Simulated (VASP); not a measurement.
# ZnS (P1) in VASP: further runs, part 2 of 2

VASP 6.6.1. Earlier steps stand in the parts before.

### 3 Single point, PBEsol

INCAR reads:

```
PREC = Accurate ; ENCUT = 400
EDIFF = 1E-6 ; ISMEAR = -1
SIGMA = 0.02 ; LREAL = Auto
LASPH = T ; NELM = 120
ALGO = Normal ; ISIF = 2
LWAVE = F ; LCHARG = T
GGA = PS ; LELF = T
LVHAR = T ; NBANDS = 96
GGA_COMPAT = F ; ISYM = -1
```

KPOINTS reads:

```
explicit points
2
Reciprocal
  0.25000000   0.25000000   0.00000000 2
  0.25000000   0.75000000   0.00000000 2
```

POSCAR reads:

```
ZnS
1.0
    0.0000000000     -6.5924320200      0.0000000000
    5.7092136021     -3.2962160100      0.0000000000
    0.0000000000     -2.1974773400      9.3519478348
Zn S
9 9
Direct
    0.6447353996      0.6851787781      1.0041006607
    0.3344744160      0.3397564245      0.9964382998
   -0.0233941560      0.0021791092      1.0014558641
    0.4320305182      0.6492582444      0.6759358704
    0.1112752975      0.3255693568      0.6672497655
    0.7815493089      0.9772953666      0.6605122386
    0.2400016546      0.6715373197      0.3275907922
    0.9067513829      0.3466484420      0.3337226699
    0.5554655352      1.0187812903      0.3349804827
    0.5869894165      0.6706738032      0.2571482479
    0.2623195339      0.3452359882      0.2474213972
    0.9275007693      0.0013250511      0.2476337594
    0.1470780651      0.6452361493      0.5829680721
    0.8059891688      0.3238274356      0.5870504302
    0.4859504819     -0.0230142029      0.5741207174
    0.3516293301      0.6697447786      0.9229629113
    0.0272992875      0.3287209292      0.9191640236
    0.6895750091      1.0052051648      0.9091653579
```

Potentials or basis: VASP PAW PBE potentials, release 64 (Zn, S).

Command:

```
$ cat potpaw_PBE.64/Zn/POTCAR potpaw_PBE.64/S/POTCAR > POTCAR
$ mpirun -np 1 vasp_std > vasp.out
```

OUTCAR:

```text
PREC = Accurate
   ENCUT = 400
   EDIFF = 1E-6
   ISMEAR = -1
   LREAL = Auto
   LASPH = T
   NELM = 120
   ISIF = 2
   GGA = PS
   ISYM = -1

 ion  position               nearest neighbor table
   1  0.645  0.685  0.004-  16 2.29  18 2.33  10 2.37  17 2.47
   2  0.334  0.340  0.996-  16 2.26  18 2.33  17 2.35  11 2.35
   3  0.977  0.002  0.001-  18 2.26  12 2.31  17 2.36  16 2.36
   4  0.432  0.649  0.676-  13 2.27  16 2.31  14 2.36  15 2.42
   5  0.111  0.326  0.667-  13 2.27  14 2.32  17 2.36  15 2.44
   6  0.782  0.977  0.661-  15 2.29  13 2.33  18 2.33  14 2.39
[... 10 lines left out ...]
  17  0.027  0.329  0.919-   2 2.35   5 2.36   3 2.36   1 2.47
  18  0.690  0.005  0.909-   3 2.26   2 2.33   1 2.33   6 2.33

IMPORTANT INFORMATION: All symmetrisations will be switched off!
NOSYMM: (Re-)initialisation of all symmetry stuff for point group C_1.

----------------------------------------------------------------------------------------

                                     Primitive cell

  volume of cell :     351.9849

  direct lattice vectors                    reciprocal lattice vectors
     0.000000000 -6.592432020  0.000000000    -0.087577736 -0.151689088 -0.035643199
     5.709213602 -3.296216010  0.000000000     0.175155471  0.000000000  0.000000000
     0.000000000 -2.197477340  9.351947835     0.000000000  0.000000000  0.106929596

  length of vectors
     6.592432020  6.592432020  9.606655764     0.178745285  0.175155471  0.106929596

  position of ions in fractional coordinates (direct lattice)
     0.644735400  0.685178778  0.004100661
     0.334474416  0.339756425  0.996438300
     0.976605844  0.002179109  0.001455864
     0.432030518  0.649258244  0.675935870
     0.111275298  0.325569357  0.667249766
     0.781549309  0.977295367  0.660512239
[... 10 lines left out ...]
     0.027299288  0.328720929  0.919164024
     0.689575009  0.005205165  0.909165358

  ion indices of the primitive-cell ions
   primitive index   ion index
                 1           1
                 2           2
[... 77 lines left out ...]
   LRPA    =     F    only Hartree local field effects (RPA)
 non-spin polarized calculation
  energy-cutoff  :      400.00
  volume of cell :      351.98
 maximum number of plane-waves:      6399
 NGX is ok and might be reduce to    42
   NGX = 21   NGY = 21   NGZ = 31

 number of electron     162.0000015 magnetization

 Free energy of the ion-electron system (eV)
  ---------------------------------------------------
  ext. energy  EPLUGINS =         0.00000000
  ---------------------------------------------------
  free energy    TOTEN  =       -67.94509297 eV

  energy without entropy =      -67.94509297  energy(sigma->0) =      -67.94509297

 E-fermi :   2.4473     XC(G=0):  -9.8904

 val. band max:        1.9598679183   @ k =   0.2500   0.2500   0.0000
 cond. band min:       5.1607213949   @ k =   0.2500   0.2500   0.0000
 fundamental gap:      3.2008534767
 Fermi energy:         2.4472539340

 k-point     1 :       0.2500    0.2500    0.0000
  band No.  band energies     occupation
      1     -11.0272      2.00000
      2     -10.4944      2.00000
      3     -10.3345      2.00000
      4     -10.2697      2.00000
      5     -10.1211      2.00000
      6      -9.9873      2.00000
[... 85 lines left out ...]
     92       7.4968      0.00000
     93       7.7664      0.00000

 k-point     2 :       0.2500    0.7500    0.0000
  band No.  band energies     occupation
      1     -10.7969      2.00000
      2     -10.4858      2.00000
      3     -10.3450      2.00000
      4     -10.2661      2.00000
      5     -10.2016      2.00000
      6     -10.0902      2.00000
[... 85 lines left out ...]
     92       7.1872      0.00000
     93       7.4279      0.00000
 [bands above 93 left out]

------------------------ aborting loop because EDIFF is reached ----------------------------------------

  FORCE on cell =-STRESS in cart. coord.  units (eV):
  Direction    XX          YY          ZZ          XY          YZ          ZX
  --------------------------------------------------------------------------------------
  -------------------------------------------------------------------------------------
  Total       -3.1358874     -0.6063920     -4.1376491     -1.0237112     -1.0728138     -0.7250451
  in kB      -14.2740437     -2.7601965    -18.8338980     -4.6597651     -4.8832720     -3.3002859
  external PRESSURE =     -11.9560461 kB  Pullay stress =       0.0000000 kB

 VOLUME and BASIS-vectors are now :
 -----------------------------------------------------------------------------
  energy-cutoff  :      400.00
  volume of cell :      351.98
      direct lattice vectors                 reciprocal lattice vectors
     0.000000000 -6.592432020  0.000000000    -0.087577736 -0.151689088 -0.035643199
     5.709213602 -3.296216010  0.000000000     0.175155471  0.000000000  0.000000000
     0.000000000 -2.197477340  9.351947835     0.000000000  0.000000000  0.106929596

 POSITION                                       TOTAL-FORCE (eV/Angst)
 -----------------------------------------------------------------------------------
      3.91183     -6.51788      0.03835        -0.477501     -0.450055      0.082722
      1.93974     -5.51456      9.31864        -0.308608      0.418781      0.120077
      0.01244     -6.44859      0.01362         0.097200     -0.604430      0.018276
      3.70675     -6.47358      6.32132         0.113836     -0.559967     -0.263340
      1.85875     -3.27299      6.24008        -0.551713      0.010521      0.171232
      5.57959     -9.82515      6.17708         0.226755     -0.260432     -0.134919
[... 10 lines left out ...]
      1.87674     -3.28335      8.59597         0.344143      0.169176     -0.001783
      0.02972     -6.56100      8.50247        -0.180072      0.320786      0.136493
 -----------------------------------------------------------------------------------
    total drift:                                0.003097     -0.003104      0.005440

  FREE ENERGIE OF THE ION-ELECTRON SYSTEM (eV)
  ---------------------------------------------------
  free  energy   TOTEN  =       -67.9450929706 eV

  energy  without entropy=      -67.9450929706  energy(sigma->0) =      -67.94509297
```

OSZICAR:

```text
N       E                     dE             d eps       ncg     rms          rms(c)
DAV:   1     0.134891062797E+04    0.13489E+04   -0.62175E+04   384   0.171E+03
DAV:   2     0.162426166870E+03   -0.11865E+04   -0.11430E+04   384   0.439E+02
DAV:   3    -0.560945777014E+02   -0.21852E+03   -0.21362E+03   424   0.168E+02
DAV:   4    -0.712772811249E+02   -0.15183E+02   -0.15078E+02   432   0.458E+01
DAV:   5    -0.716393579887E+02   -0.36208E+00   -0.36120E+00   440   0.712E+00    0.208E+01
DAV:   6    -0.677864108639E+02    0.38529E+01   -0.89602E+00   520   0.487E+01    0.157E+01
DAV:   7    -0.681556174531E+02   -0.36921E+00   -0.12492E+01   432   0.944E+00    0.639E+00
DAV:   8    -0.679526146517E+02    0.20300E+00   -0.94223E-01   496   0.824E+00    0.209E+00
DAV:   9    -0.679437855572E+02    0.88291E-02   -0.24587E-01   496   0.540E+00    0.587E-01
DAV:  10    -0.679443121219E+02   -0.52656E-03   -0.25308E-02   464   0.231E+00    0.391E-01
DAV:  11    -0.679447416585E+02   -0.42954E-03   -0.45374E-03   472   0.391E-01    0.287E-01
DAV:  12    -0.679451698348E+02   -0.42818E-03   -0.13826E-03   480   0.550E-01    0.103E-01
DAV:  13    -0.679450809916E+02    0.88843E-04   -0.91095E-04   448   0.537E-01    0.392E-02
DAV:  14    -0.679450878928E+02   -0.69012E-05   -0.18957E-04   464   0.109E-01    0.309E-02
DAV:  15    -0.679450907523E+02   -0.28595E-05   -0.23588E-05   432   0.342E-02    0.258E-02
DAV:  16    -0.679450914433E+02   -0.69102E-06   -0.10098E-05   488   0.667E-02    0.115E-02
DAV:  17    -0.679450928931E+02   -0.14498E-05   -0.79283E-06   392   0.334E-02    0.670E-03
DAV:  18    -0.679450929706E+02   -0.77445E-07   -0.31679E-06   312   0.257E-02
   1 F= -.67945093E+02 E0= -.67945093E+02  d E =-.132421E-10
```

stdout:

```text
POSCAR found type information on POSCAR ZnS
 POSCAR found :  2 types and      18 ions
 scaLAPACK will be used
 -----------------------------------------------------------------------------
|                                                                             |
|                                                                             |
|     You enforced a specific xc type in the INCAR file but a different       |
|     I HOPE YOU KNOW WHAT YOU ARE DOING!                                     |
|                                                                             |
 -----------------------------------------------------------------------------

 LDA part: xc-table for (Slater+PW92), standard interpolation
 POSCAR, INCAR and KPOINTS ok, starting setup
 FFT: planning ... GRIDC
 FFT: planning ... GRID_SOFT
 FFT: planning ... GRID
 WAVECAR not read
 entering main loop
```

Run time: 1.9 min. Hardware: 1 thread of Intel Xeon Platinum 8259CL at 2.50GHz (Skylake/Cascade Lake), shared host; peak memory 0.36 GiB.

What came out:

| Item | Value |
| --- | --- |
| Free energy | -67.9451 eV |
| Pressure | -1.2 GPa |
| Largest force | 1.087 eV/Å |
| Band gap on the k mesh | 3.20 eV |

Forces in eV/Å, atoms in the order of the input:
```
Zn  -0.478 -0.450  0.083
Zn  -0.309  0.419  0.120
Zn   0.097 -0.604  0.018
Zn   0.114 -0.560 -0.263
Zn  -0.552  0.011  0.171
Zn   0.227 -0.260 -0.135
Zn   0.167  0.485  0.425
Zn  -0.329  0.454  0.178
Zn  -0.370 -0.136 -0.364
S    0.232 -0.586 -0.625
S   -0.258  0.276 -0.151
S    0.329  0.008  0.298
S    0.453  0.006 -0.303
S   -0.154  0.016 -0.213
S    0.297  0.448  0.945
S    0.368 -0.015 -0.320
S    0.344  0.169 -0.002
S   -0.180  0.321  0.136
```

Stress tensor (GPa, compression positive):
```
-1.43 -0.47 -0.33
-0.47 -0.28 -0.49
-0.33 -0.49 -1.88
```

Levels at points of the mesh, in eV from the valence-band top:
```tsv
k point	band 79	band 80	band 81	band 82	band 83	band 84
(0.25, 0.25, 0.00)	-0.67	-0.18	0.00	3.20	3.99	4.20
```

Caveat: the atoms stand as in a frame of molecular dynamics; the PAW data sets were made with another functional, which shifts forces and pressure a little; a shifted mesh leaves out Γ, where band edges can lie. A k mesh can miss the band edges.
